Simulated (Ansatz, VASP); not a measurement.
In in VASP and in Ansatz

The input INCAR:

```
  PREC = Accurate
  ENCUT = 520
  EDIFF = 1E-6
  ISMEAR = -1
  SIGMA = 0.08
  LREAL = False
  LASPH = True
  NELM = 100
  ALGO = Normal
  ISIF = 2
  LWAVE = False
  LCHARG = False
  GGA = PS
  NBANDS = 20
```

KPOINTS

```
Automatic mesh
0
Gamma
  10 10 10
```

Contents of POSCAR:

```
In
1.0
    0.0000000000      2.6400361560      2.6400361560
    2.6400361560      0.0000000000      2.6400361560
    2.6400361560      2.6400361560      0.0000000000
In
2
Direct
   -0.1250000000     -0.1250000000     -0.1250000000
    0.1250000000      0.1250000000      0.1250000000
```

Input for Ansatz:

```yaml
crystal:
  lattice:
    - [0.0, 2.640036156, 2.640036156]
    - [2.640036156, 0.0, 2.640036156]
    - [2.640036156, 2.640036156, 0.0]
  atoms:
    - { symbol: In, position: [-0.125, -0.125, -0.125] }
    - { symbol: In, position: [0.125, 0.125, 0.125] }
kpoints:
  mp_grid: { grid: [10, 10, 10] }
  band_path:
    path:
      - [0.0, 0.0, 0.0]
      - [0.5, 0.0, 0.5]
      - [0.625, 0.25, 0.625]
      - [0.375, 0.375, 0.75]
      - [0.0, 0.0, 0.0]
      - [0.5, 0.5, 0.5]
      - [0.5, 0.25, 0.75]
      - [0.5, 0.0, 0.5]
    npoints: 8
scf:
  occupations: { method: fermi_dirac, width: 0.08 }
hamiltonian:
  xc: pbesol
  pseudopotentials: { kind: all_electron, lapw: { basis_error: 0.001 } }
output:
  forces: true
  stress: true
  eigenvalues: true
  populations: true
  dos: { projected: true, de: 0.2, e_range: [-14, 8] }
```

Change from the starting cell: volume scaled by 0.52, LAPW.

Alike in both runs: task single point; functional PBEsol; k mesh 10 × 10 × 10; occupations fermi-dirac, width 0.08 eV; no spin polarisation.

```csv
,VASP,Ansatz
version,VASP 6.6.1,Ansatz 0.2.0
potentials or method,"VASP PAW PBE potentials, release 64 (In_d), cutoff 520 eV","all-electron LAPW, scalar-relativistic"
```

|  | VASP | Ansatz | Ansatz less VASP |
| --- | --- | --- | --- |
| pressure (GPa) | 94.8 | 94.3 | -0.45 |

VASP's potentials were made for PBE, not for PBEsol. Both programs put the cell under a high pressure, so it lies far from rest at this level. Ansatz ran all-electron here, and VASP with PAW potentials.

Noted on VASP's run: the cell as given lies far from equilibrium.
